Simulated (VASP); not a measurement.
Input of a VASP 6.6.1 run:

Contents of INCAR:

```
  PREC = Accurate
  ENCUT = 520
  EDIFF = 1E-6
  ISMEAR = 0
  SIGMA = 0.1
  LREAL = False
  LASPH = True
  NELM = 60
  ALGO = Normal
  ISIF = 2
  LWAVE = False
  LCHARG = False
  GGA = PE
  NBANDS = 25
```

File KPOINTS:

```
Automatic mesh
0
Gamma
  6 6 4
```

File POSCAR:

```
Cu2W
1.0
    2.5697369210      0.0000000000      0.0000000000
    0.0000000000      2.5697369210      0.0000000000
    0.0000000000      0.0000000000      6.5517246992
Cu W
2 1
Direct
    0.5000000000      0.5000000000      0.3162827066
    0.5000000000      0.5000000000      0.6837172934
    0.0000000000      0.0000000000      0.0000000000
```

Potentials or basis: VASP PAW PBE potentials, release 64 (Cu, W_sv).

The run is started by

```sh
$ cat potpaw_PBE.64/Cu/POTCAR potpaw_PBE.64/W_sv/POTCAR > POTCAR
$ mpirun -np 1 vasp_std > vasp.out
```

Predict the largest force.

0.014 eV/Å.

Estimate the pressure.

0.6 GPa.

Stress tensor (GPa, compression positive):
```
0.67 0.00 0.00
0.00 0.67 0.00
0.00 0.00 0.47
```

Caveat: the k points lie up to 0.41 Å⁻¹ apart.
